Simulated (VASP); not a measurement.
# HfB2 (P6/mmm) in VASP: notebook, part 2 of 2

VASP 6.6.1.

### Step 3. Single point, r2SCAN

Contents of POSCAR:

```
HfB2
1.0
    3.1356260307     -0.0000000029      0.0000000000
   -1.5678130129      2.7155318008      0.0000000000
    0.0000000000      0.0000000000      3.4820548900
Hf B
1 2
Direct
    0.0000000000      0.0000000000      0.0000000000
    0.3333333333      0.6666666667      0.5000000000
    0.6666666667      0.3333333333      0.5000000000
```

Contents of INCAR.step1:

```
ALGO = Normal
EDIFF = 1E-4
ENCUT = 520
GGA = PE
ISMEAR = -1
LASPH = T
LCHARG = F
LREAL = F
LWAVE = T
NBANDS = 15
NELM = 60
PREC = Accurate
SIGMA = 0.1
```

Contents of INCAR.step2:

```
ALGO = Normal
EDIFF = 1E-7
ENCUT = 520
ISIF = 2
ISMEAR = -1
ISTART = 1
LASPH = T
LCHARG = F
LMIXTAU = T
LREAL = F
LWAVE = F
METAGGA = R2SCAN
NBANDS = 15
NELM = 60
PREC = Accurate
SIGMA = 0.1
```

Contents of KPOINTS:

```
k-points
0
Gamma
  12 12 10
```

Potentials or basis: VASP PAW PBE potentials, release 64 (Hf_pv, B).

The run is started by

```bash
cat potpaw_PBE.64/Hf_pv/POTCAR potpaw_PBE.64/B/POTCAR > POTCAR
cp INCAR.step1 INCAR
mpirun -np 1 vasp_std > vasp.out
cp INCAR.step2 INCAR
mpirun -np 1 vasp_std > vasp.out
```

OUTCAR:

```text
EDIFF = 1E-7
   ENCUT = 520
   ISIF = 2
   ISMEAR = -1
   ISTART = 1
   LASPH = T
   LREAL = F
   METAGGA = R2SCAN
   NELM = 60
   PREC = Accurate

 ion  position               nearest neighbor table
   1  0.000  0.000  0.000-   2 2.51   3 2.51   2 2.51   3 2.51   3 2.51   3 2.51   2 2.51   2 2.51
                             3 2.51   3 2.51   2 2.51   2 2.51
   2  0.333  0.667  0.500-   3 1.81   3 1.81   3 1.81   1 2.51   1 2.51   1 2.51   1 2.51   1 2.51
                             1 2.51
   3  0.667  0.333  0.500-   2 1.81   2 1.81   2 1.81   1 2.51   1 2.51   1 2.51   1 2.51   1 2.51
                             1 2.51

  LATTYP: Found a hexagonal cell.
 ALAT       =     3.1356260307
 C/A-ratio  =     1.1104815612

  Lattice vectors:

 A1 = (   3.1356260307,  -0.0000000029,   0.0000000000)
 A2 = (  -1.5678130129,   2.7155318008,   0.0000000000)
 A3 = (   0.0000000000,   0.0000000000,   3.4820548900)

Analysis of symmetry for initial positions (statically):
=====================================================================
 Subroutine PRICEL returns:
[... 189 lines left out ...]
      8       4.6920      2.00000
      9      11.9768      0.00000
     10      11.9768      0.00000
     11      12.6678      0.00000
     12      12.6678      0.00000
     13      12.8817      0.00000
     14      12.9280      0.00000
[... 401 lines left out ...]
      2     -24.0607      2.00000
      3     -23.7595      2.00000
      4      -4.6091      2.00000
      5       0.2929      2.00000
      6       3.5291      2.00000
      7       4.1107      2.00000
      8       5.2258      2.00000
      9      10.0609      0.00000
     10      10.9317      0.00000
     11      11.3500      0.00000
     12      12.8861      0.00000
     13      14.7258      0.00000
     14      16.5367      0.00000
     15      19.2182      0.00000

 [... further k-points ...]

------------------------ aborting loop because EDIFF is reached ----------------------------------------

  FORCE on cell =-STRESS in cart. coord.  units (eV):
  Direction    XX          YY          ZZ          XY          YZ          ZX
  --------------------------------------------------------------------------------------
  -------------------------------------------------------------------------------------
  Total       -0.1099543     -0.1099543     -0.1328066      0.0000000      0.0000000     -0.0000000
  in kB       -5.9416656     -5.9416656     -7.1765473      0.0000000      0.0000000     -0.0000000
  external PRESSURE =      -6.3532929 kB  Pullay stress =       0.0000000 kB

 VOLUME and BASIS-vectors are now :
 -----------------------------------------------------------------------------
  energy-cutoff  :      520.00
  volume of cell :       29.65
      direct lattice vectors                 reciprocal lattice vectors
     3.135626031 -0.000000003  0.000000000     0.318915582  0.184125997  0.000000000
    -1.567813013  2.715531801  0.000000000     0.000000000  0.368251994  0.000000000
     0.000000000  0.000000000  3.482054890     0.000000000  0.000000000  0.287186742

 POSITION                                       TOTAL-FORCE (eV/Angst)
 -----------------------------------------------------------------------------------
      0.00000      0.00000      0.00000        -0.000000     -0.000000      0.000000
      0.00000      1.81035      1.74103         0.000000      0.000000      0.000000
      1.56781      0.90518      1.74103         0.000000     -0.000000      0.000000
 -----------------------------------------------------------------------------------
    total drift:                               -0.000000      0.000000      0.000000

  FREE ENERGIE OF THE ION-ELECTRON SYSTEM (eV)
  ---------------------------------------------------
  free  energy   TOTEN  =       -63.0956130416 eV

  energy  without entropy=      -63.0873527091  energy(sigma->0) =      -63.09148288
```

OUTCAR.step1:

```text
EDIFF = 1E-4
   ENCUT = 520
   GGA = PE
   ISMEAR = -1
   LASPH = T
[... 660 lines left out ...]
      0.00000      0.00000      0.00000         0.000000      0.000000      0.000000
      0.00000      1.81035      1.74103        -0.000000     -0.000000     -0.000000
      1.56781      0.90518      1.74103         0.000000      0.000000      0.000000
 -----------------------------------------------------------------------------------
    total drift:                               -0.000000      0.000000     -0.000000

  FREE ENERGIE OF THE ION-ELECTRON SYSTEM (eV)
  ---------------------------------------------------
  free  energy   TOTEN  =       -26.4061683761 eV

  energy  without entropy=      -26.3977425350  energy(sigma->0) =      -26.40195546
```

OSZICAR.step1:

```text
N       E                     dE             d eps       ncg     rms          rms(c)
DAV:   1     0.276646477419E+02    0.27665E+02   -0.79088E+03  3420   0.101E+03
DAV:   2    -0.272632658322E+02   -0.54928E+02   -0.51353E+02  4584   0.219E+02
DAV:   3    -0.287876256959E+02   -0.15244E+01   -0.15175E+01  4505   0.265E+01
DAV:   4    -0.287937900629E+02   -0.61644E-02   -0.61630E-02  4022   0.209E+00
DAV:   5    -0.287938264594E+02   -0.36397E-04   -0.36395E-04  4462   0.141E-01    0.526E+01
DAV:   6    -0.265220873205E+02    0.22717E+01   -0.27759E+00  4127   0.121E+01    0.386E+01
DAV:   7    -0.264733101318E+02    0.48777E-01   -0.96957E-01  4323   0.714E+00    0.117E+01
DAV:   8    -0.264108285189E+02    0.62482E-01   -0.24180E-01  3987   0.372E+00    0.165E+00
DAV:   9    -0.264063362102E+02    0.44923E-02   -0.19715E-02  3966   0.113E+00    0.379E-01
DAV:  10    -0.264061609189E+02    0.17529E-03   -0.77987E-04  4372   0.233E-01    0.264E-01
DAV:  11    -0.264061683761E+02   -0.74573E-05   -0.49151E-05  2088   0.547E-02
   1 F= -.26406168E+02 E0= -.26401955E+02  d E =-.842584E-02
```

Run time: 2 min. Hardware: 1 thread of Intel Xeon 6975P-C, shared host; peak memory 0.19 GiB.

What came out:

| Item | Value |
| --- | --- |
| Free energy | -63.0956 eV |
| Pressure | -0.6 GPa |
| Band gap on the k mesh | zero (band 8 reaches 8.54 eV, above the bottom of band 9 at 7.10 eV) |

Stress tensor (GPa, compression positive):
```
-0.59  0.00  0.00
 0.00 -0.59  0.00
 0.00  0.00 -0.72
```

Levels at points of the mesh, in eV from the Fermi level:
```tsv
k point	band 6	band 7	band 8	band 9	band 10	band 11
(0.00, 0.00, 0.00)	-3.21	-3.16	-3.16	4.13	4.13	4.82
(0.50, 0.00, 0.00)	-4.51	-3.81	-3.10	2.05	2.75	5.76
(0.00, 0.00, 0.50)	-1.38	-1.38	0.24	0.24	0.97	0.97
(0.50, 0.00, 0.50)	-5.37	-5.09	-3.13	4.02	4.30	6.40
```

Caveat: the PAW data sets were made with another functional, which shifts forces and pressure a little; spin-orbit coupling is left out, which moves the levels of the heavy elements.

### Step 4. Single point, r2SCAN

This run uses another cell than the first one, of 10.08 Å³/atom, 1.020 times its volume.

Contents of POSCAR:

```
HfB2
1.0
    3.1563923719      0.0000000029      0.0000000000
   -1.5781961884      2.7335159769      0.0000000000
    0.0000000000      0.0000000000      3.5051155300
Hf B
1 2
Direct
    0.0000000000      0.0000000000      0.0000000000
    0.3333333333      0.6666666667      0.5000000000
    0.6666666667      0.3333333333      0.5000000000
```

Contents of INCAR.step1:

```
SYSTEM = HfB2
PREC = Accurate
ENCUT = 520
ISMEAR = -1
SIGMA = 0.1
LREAL = .FALSE.
LASPH = .TRUE.
NELM = 100
NBANDS = 15
GGA = PE
ALGO = Normal
EDIFF = 1E-4
LWAVE = .TRUE.
LCHARG = .FALSE.
```

Contents of INCAR.step2:

```
SYSTEM = HfB2
PREC = Accurate
ENCUT = 520
EDIFF = 1E-6
ISMEAR = -1
SIGMA = 0.1
LREAL = .FALSE.
LASPH = .TRUE.
NELM = 100
ALGO = Normal
ISIF = 2
LWAVE = .FALSE.
LCHARG = .TRUE.
METAGGA = R2SCAN
LMIXTAU = .TRUE.
LELF = .TRUE.
LVHAR = .TRUE.
NBANDS = 15
ISTART = 1
```

Contents of KPOINTS:

```
regular mesh
0
G
  12 12 10
  0 0 0
```

The run is started by

```bash
cat potpaw_PBE.64/Hf_pv/POTCAR potpaw_PBE.64/B/POTCAR > POTCAR
cp INCAR.step1 INCAR
mpirun -np 1 vasp_std > vasp.out
cp INCAR.step2 INCAR
mpirun -np 1 vasp_std > vasp.out
```

Run time: 2 min. Hardware: 1 thread of Intel Xeon 6975P-C, shared host; peak memory 0.19 GiB.

The run converged. Its results:

- Free energy: -63.0844 eV
- Pressure: -5.6 GPa
- Band gap on the k mesh: zero (band 8 reaches 8.37 eV, above the bottom of band 9 at 6.96 eV)

Stress tensor (GPa, compression positive):
```
-5.75  0.00  0.00
 0.00 -5.75  0.00
 0.00  0.00 -5.24
```

Levels at points of the mesh, in eV from the Fermi level:
```csv
k point,band 6,band 7,band 8,band 9,band 10,band 11
"(0.00, 0.00, 0.00)",-3.19,-3.11,-3.11,4.03,4.03,4.71
"(0.50, 0.00, 0.00)",-4.43,-3.78,-3.04,2.01,2.69,5.60
"(0.00, 0.00, 0.50)",-1.37,-1.37,0.24,0.24,0.95,0.95
"(0.50, 0.00, 0.50)",-5.29,-5.02,-3.17,3.90,4.18,6.24
```

Caveat: the PAW data sets were made with another functional, which shifts forces and pressure a little; spin-orbit coupling is left out, which moves the levels of the heavy elements.

### Step 5. Single point, r2SCAN

This run uses another cell than the first one, of 10.28 Å³/atom, 1.040 times its volume.

Contents of POSCAR:

```
HfB2
1.0
    3.1768890006      0.0000000000      0.0000000000
   -1.5884445003      2.7512665795      0.0000000000
    0.0000000000      0.0000000000      3.5278766600
Hf B
1 2
Direct
    0.0000000000      0.0000000000      0.0000000000
    0.3333333333      0.6666666667      0.5000000000
    0.6666666667      0.3333333333      0.5000000000
```

Contents of INCAR.step1:

```
PREC = Accurate
ENCUT = 520
ISMEAR = -1
SIGMA = 0.1
LREAL = False
LASPH = True
NELM = 100
NBANDS = 15
GGA = PE
ALGO = Normal
EDIFF = 1E-4
LWAVE = True
LCHARG = False
```

Contents of INCAR.step2:

```
PREC = Accurate
ENCUT = 520
EDIFF = 1E-6
ISMEAR = -1
SIGMA = 0.1
LREAL = False
LASPH = True
NELM = 100
ALGO = Normal
ISIF = 2
LWAVE = False
LCHARG = False
METAGGA = R2SCAN
LMIXTAU = True
NBANDS = 15
ISTART = 1
```

Contents of KPOINTS:

```
regular mesh
0
Gamma
  12 12 10
```

The run is started by

```bash
cat potpaw_PBE.64/Hf_pv/POTCAR potpaw_PBE.64/B/POTCAR > POTCAR
cp INCAR.step1 INCAR
mpirun -np 1 vasp_std > vasp.out
cp INCAR.step2 INCAR
mpirun -np 1 vasp_std > vasp.out
```

It took 1.9 min on 1 thread of Intel Xeon 6975P-C, shared host; peak memory 0.19 GiB.

Results (log left out):

| Item | Value |
| --- | --- |
| Free energy | -63.0558 eV |
| Pressure | -10.1 GPa |
| Band gap on the k mesh | zero (band 8 reaches 8.20 eV, above the bottom of band 9 at 6.82 eV) |

Stress tensor (GPa, compression positive):
```
-10.44   0.00   0.00
  0.00 -10.44   0.00
  0.00   0.00  -9.32
```

Levels at points of the mesh, in eV from the Fermi level:
```tsv
k point	band 4	band 5	band 6	band 7	band 8	band 9	band 10	band 11	band 12	band 13
(0.00, 0.00, 0.00)	-14.57	-3.21	-3.14	-3.07	-3.07	3.93	3.93	4.60	4.60	4.74
(0.50, 0.00, 0.00)	-10.30	-9.89	-4.36	-3.75	-2.98	1.97	2.64	5.45	5.59	6.06
(0.00, 0.00, 0.50)	-12.31	-8.82	-1.36	-1.36	0.24	0.24	0.94	0.94	2.16	5.14
(0.50, 0.00, 0.50)	-11.01	-8.16	-5.22	-4.95	-3.20	3.80	4.07	6.08	6.96	7.22
```

Caveat: the PAW data sets were made with another functional, which shifts forces and pressure a little; spin-orbit coupling is left out, which moves the levels of the heavy elements.

### Step 6. Single point, r2SCAN

This run uses another cell than the first one, of 10.48 Å³/atom, 1.060 times its volume.

Contents of POSCAR:

```
HfB2
1.0
    3.1971245073     -0.0000000029      0.0000000000
   -1.5985622511      2.7687910438      0.0000000000
    0.0000000000      0.0000000000      3.5503478200
Hf B
1 2
Direct
    0.0000000000      0.0000000000      0.0000000000
    0.3333333333      0.6666666667      0.5000000000
    0.6666666667      0.3333333333      0.5000000000
```

Contents of INCAR.step1:

```
SYSTEM = HfB2
PREC = Accurate
ENCUT = 520
ISMEAR = -1
SIGMA = 0.1
LREAL = .False.
LASPH = .True.
NELM = 60
NBANDS = 15
GGA = PE
ALGO = Normal
EDIFF = 1E-4
LWAVE = .True.
LCHARG = .False.
```

Contents of INCAR.step2:

```
SYSTEM = HfB2
PREC = Accurate
ENCUT = 520
EDIFF = 1E-6
ISMEAR = -1
SIGMA = 0.1
LREAL = .False.
LASPH = .True.
NELM = 60
ALGO = Normal
ISIF = 2
LWAVE = .False.
LCHARG = .False.
METAGGA = R2SCAN
LMIXTAU = .True.
NBANDS = 15
ISTART = 1
```

Contents of KPOINTS:

```
regular mesh
0
Gamma
  12 12 10
  0 0 0
```

Potentials or basis: VASP PAW PBE potentials, release 64 (Hf_pv, B).

The run is started by

```bash
cat potpaw_PBE.64/Hf_pv/POTCAR potpaw_PBE.64/B/POTCAR > POTCAR
cp INCAR.step1 INCAR
mpirun -np 1 vasp_std > vasp.out
cp INCAR.step2 INCAR
mpirun -np 1 vasp_std > vasp.out
```

OUTCAR:

```text
SYSTEM = HfB2
   PREC = Accurate
   ENCUT = 520
   EDIFF = 1E-6
   ISMEAR = -1
   LREAL = .False.
   LASPH = .True.
   NELM = 60
   ISIF = 2
   METAGGA = R2SCAN
   ISTART = 1

 ion  position               nearest neighbor table
   1  0.000  0.000  0.000-   2 2.56   3 2.56   2 2.56   3 2.56   2 2.56   2 2.56   3 2.56   3 2.56
                             3 2.56   3 2.56   2 2.56   2 2.56
   2  0.333  0.667  0.500-   3 1.85   3 1.85   3 1.85   1 2.56   1 2.56   1 2.56   1 2.56   1 2.56
                             1 2.56
   3  0.667  0.333  0.500-   2 1.85   2 1.85   2 1.85   1 2.56   1 2.56   1 2.56   1 2.56   1 2.56
                             1 2.56

  LATTYP: Found a hexagonal cell.
 ALAT       =     3.1971245073
 C/A-ratio  =     1.1104815630

  Lattice vectors:

 A1 = (   3.1971245073,  -0.0000000029,   0.0000000000)
 A2 = (  -1.5985622511,   2.7687910438,   0.0000000000)
 A3 = (   0.0000000000,   0.0000000000,   3.5503478200)

Analysis of symmetry for initial positions (statically):
=====================================================================
 Subroutine PRICEL returns:
 Original cell was already a primitive cell.

 Routine SETGRP: Setting up the symmetry group for a
 hexagonal supercell.
[... 187 lines left out ...]
     10      11.2343      0.00000
     11      11.8972      0.00000
     12      11.8973      0.00000
     13      11.9907      0.00000
     14      12.2364      0.00000
[... 401 lines left out ...]
      2     -24.7271      2.00000
      3     -24.4538      2.00000
      4      -4.8141      2.00000
      5       0.0024      2.00000
      6       3.2138      2.00000
      7       3.7563      2.00000
      8       4.9198      2.00000
      9       9.4663      0.00000
     10      10.2807      0.00000
     11      10.6266      0.00000
     12      12.1021      0.00000
     13      13.7137      0.00000
     14      15.4937      0.00000
     15      17.9963      0.00000

 [... further k-points ...]

------------------------ aborting loop because EDIFF is reached ----------------------------------------

  FORCE on cell =-STRESS in cart. coord.  units (eV):
  Direction    XX          YY          ZZ          XY          YZ          ZX
  --------------------------------------------------------------------------------------
  -------------------------------------------------------------------------------------
  Total       -2.8847617     -2.8847617     -2.5495947     -0.0000000      0.0000000     -0.0000000
  in kB     -147.0618046   -147.0618046   -129.9753811     -0.0000000      0.0000000     -0.0000000
  external PRESSURE =    -141.3663301 kB  Pullay stress =       0.0000000 kB

 VOLUME and BASIS-vectors are now :
 -----------------------------------------------------------------------------
  energy-cutoff  :      520.00
  volume of cell :       31.43
      direct lattice vectors                 reciprocal lattice vectors
     3.197124507 -0.000000003  0.000000000     0.312781063  0.180584230  0.000000000
    -1.598562251  2.768791044  0.000000000     0.000000000  0.361168461  0.000000000
     0.000000000  0.000000000  3.550347820     0.000000000  0.000000000  0.281662544

 POSITION                                       TOTAL-FORCE (eV/Angst)
 -----------------------------------------------------------------------------------
      0.00000      0.00000      0.00000        -0.000000     -0.000000     -0.000000
      0.00000      1.84586      1.77517        -0.000000      0.000000     -0.000000
      1.59856      0.92293      1.77517         0.000000      0.000000      0.000000
 -----------------------------------------------------------------------------------
    total drift:                               -0.000000      0.000000     -0.000000

  FREE ENERGIE OF THE ION-ELECTRON SYSTEM (eV)
  ---------------------------------------------------
  free  energy   TOTEN  =       -63.0113279096 eV

  energy  without entropy=      -63.0026788486  energy(sigma->0) =      -63.00700338
```

Run time: 1.9 min. Hardware: 1 thread of Intel Xeon 6975P-C, shared host; peak memory 0.19 GiB.

What came out:

```
Free energy            : -63.0113 eV
Pressure               : -14.1 GPa
Band gap on the k mesh : zero (band 8 reaches 8.04 eV, above the bottom of band 9 at 6.68 eV)
```

Stress tensor (GPa, compression positive):
```
-14.71   0.00   0.00
  0.00 -14.71   0.00
  0.00   0.00 -13.00
```

Caveat: the PAW data sets were made with another functional, which shifts forces and pressure a little; spin-orbit coupling is left out, which moves the levels of the heavy elements.

### Step 7. Summary

```tsv
cell	gap on the mesh (eV)	pressure (GPa)
a = 3.136, b = 3.136, c = 3.482 Å, angles 90.0, 90.0, 120.0°, 3 atoms	none	-0.6
a = 3.156, b = 3.156, c = 3.505 Å, angles 90.0, 90.0, 120.0°, 3 atoms	none	-5.6
a = 3.177, b = 3.177, c = 3.528 Å, angles 90.0, 90.0, 120.0°, 3 atoms	none	-10.1
a = 3.197, b = 3.197, c = 3.550 Å, angles 90.0, 90.0, 120.0°, 3 atoms	none	-14.1
```

Alike in all rows: task single point; level r2SCAN; potentials or basis VASP PAW PBE potentials, release 64 (Hf_pv, B); no spin polarisation; k mesh 12 × 12 × 10; cutoff (eV) 520; smearing fermi-dirac 0.1 eV.

Caveats: the PAW data sets were made with another functional, which shifts forces and pressure a little; spin-orbit coupling is left out, which moves the levels of the heavy elements.

Absolute energies hang on the potentials; compare differences alone.
